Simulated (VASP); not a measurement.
Here is a VASP 6.6.1 calculation.

Contents of INCAR:

```
SYSTEM = ZnCu
ALGO = Fast
EDIFF = 1E-6
ENCUT = 520
GGA = PE
ISIF = 2
ISMEAR = -1
LASPH = .TRUE.
LCHARG = .FALSE.
LREAL = .FALSE.
LWAVE = .FALSE.
NBANDS = 18
NELM = 80
PREC = Accurate
SIGMA = 0.05
```

File KPOINTS:

```
k-points
0
G
  9 9 9
  0 0 0
```

File POSCAR:

```
ZnCu
1.0
    2.9450000000      0.0000000000      0.0000000000
    0.0000000000      2.9450000000      0.0000000000
    0.0000000000      0.0000000000      2.9450000000
Zn Cu
1 1
Direct
    0.5111030000      0.5042410000      0.4952780000
   -0.0228300000     -0.0090300000      0.0035500000
```

Potentials or basis: VASP PAW PBE potentials, release 64 (Zn, Cu).

Launch:

```bash
$ cat potpaw_PBE.64/Zn/POTCAR potpaw_PBE.64/Cu/POTCAR > POTCAR
$ mpirun -np 1 vasp_std > vasp.out
```

(1) Predict the largest force.

(2) Predict the pressure.

## Answers

(1) 0.550 eV/Å.

(2) 3.6 GPa.

Caveat: the cell differs from its parent crystal (atoms moved at random).
